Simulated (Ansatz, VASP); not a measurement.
Two plane-wave programs on CuO

The input INCAR:

```
ALGO     = Normal         # electronic algorithm
EDIFF    = 1E-6           # SCF threshold, eV
ENCUT    = 520            # plane-wave cutoff, eV
GGA      = PS             # functional
ISIF     = 2              # what is computed and relaxed
ISMEAR   = 0              # smearing method
ISPIN    = 2              # spin polarisation
LASPH    = T              # aspherical terms in the spheres
LCHARG   = F              # write CHGCAR
LDAU     = T              # DFT+U
LDAUJ    = 0 0          
LDAUL    = 2 -1           # shell
LDAUPRINT= 1            
LDAUTYPE = 2            
LDAUU    = 2 0            # U, eV
LMAXMIX  = 4              # l up to which the mixer works
LORBIT   = 11             # projections on sites
LREAL    = F              # projectors in reciprocal space
LWAVE    = F              # write WAVECAR
MAGMOM   = 1 1 0 0        # initial moments
NBANDS   = 29             # bands
NELM     = 150            # most SCF steps
PREC     = Accurate       # precision mode
SIGMA    = 0.05           # smearing width, eV
```

KPOINTS

```
k-points
0
Gamma
  7 7 4
```

Contents of POSCAR:

```
CuO
1.0
    2.3446497600     -1.7133998200      0.0000000000
    2.3446497600      1.7133998200      0.0000000000
   -0.8605499100      0.0000000000      5.0594394800
Cu O
2 2
Direct
    0.0032000000      0.4968000000      0.0000000000
    0.4968000000      0.0032000000      0.5000000000
    0.5714000000      0.4056000000      0.2537000000
    0.4056000000      0.5714000000      0.7537000000
```

Input for Ansatz:

```yaml
crystal:
  lattice:
    - [2.34464976, -1.71339982, 0.0]
    - [2.34464976, 1.71339982, 0.0]
    - [-0.86054991, 0.0, 5.05943948]
  atoms:
    - { symbol: Cu, position: [0.0032, 0.4968, 0.0], spin: 1.0 }
    - { symbol: Cu, position: [0.4968, 0.0032, 0.5], spin: 1.0 }
    - { symbol: O, position: [0.5714, 0.4056, 0.2537] }
    - { symbol: O, position: [0.4056, 0.5714, 0.7537] }
basis:
  ecutwfc: 420
  ecutrho_ratio: 4
kpoints:
  mp_grid: { grid: [7, 7, 4] }
hamiltonian:
  xc: pbesol
  hubbard:
    sites: [{ site: 0, l: d, u_eff: 2.0 }, { site: 1, l: d, u_eff: 2.0 }]
scf:
  occupations: { method: gaussian, width: 0.05 }
  lower_state_search: "off"
  max_iter: 150
output:
  forces: true
  stress: true
  eigenvalues: true
  populations: true
  hubbard: { sites: [{ site: 0, l: d }, { site: 1, l: d }] }
magnetization:
  spin_polarized: true
```

Alike in both runs: task single point; functional PBEsol; k mesh 7 × 7 × 4; occupations gaussian, width 0.05 eV; collinear spin; Hubbard terms Cu d U = 2.0 eV.

|  | VASP | Ansatz |
| --- | --- | --- |
| version | VASP 6.6.1 | Ansatz 0.2.0 |
| potentials or method | VASP PAW PBE potentials, release 64 (Cu, O), cutoff 520 eV | scalar-relativistic, plane waves, PAW |
| valence electrons in the cell | 34 | 50 |

VASP gave:

| Property | Result |
| --- | --- |
| gap on the k mesh at the Fermi level (eV) | none |
| pressure (GPa) | -3.0 |
| traceless stress, the component that is largest in VASP (GPa) | 1.95 |
| rms of the force components (eV/Å) | 0.427 |
| net moment per atom (μB) | 0.25 |
| size of the moment on the site where the two differ most (μB) | 0.31 |

Estimate Ansatz's values.

gap on the k mesh at the Fermi level (eV): none; pressure (GPa): -1.9; traceless stress, the component that is largest in VASP (GPa): 1.77; rms of the force components (eV/Å): 0.436; net moment per atom (μB): 0.05; size of the moment on the site where the two differ most (μB): 0.06.

The net moments are unlike, so the other rows may belong to different states. VASP's potentials were made for PBE, not for PBEsol. Site moments also hang on the region over which each program counts them. The programs project onto different local orbitals, so the same U acts differently, and such runs can settle in different states. Atom by atom the forces differ by 0.033 eV/Å (rms over components). A gap of «none» marks a metal or a gap that the smearing closes. VASP's potentials hold 34 valence electrons a cell and Ansatz's 50, so a difference there can come from the potentials and not from the codes. Ansatz's warnings: filled band counts differ across k points, seeded moment not kept.
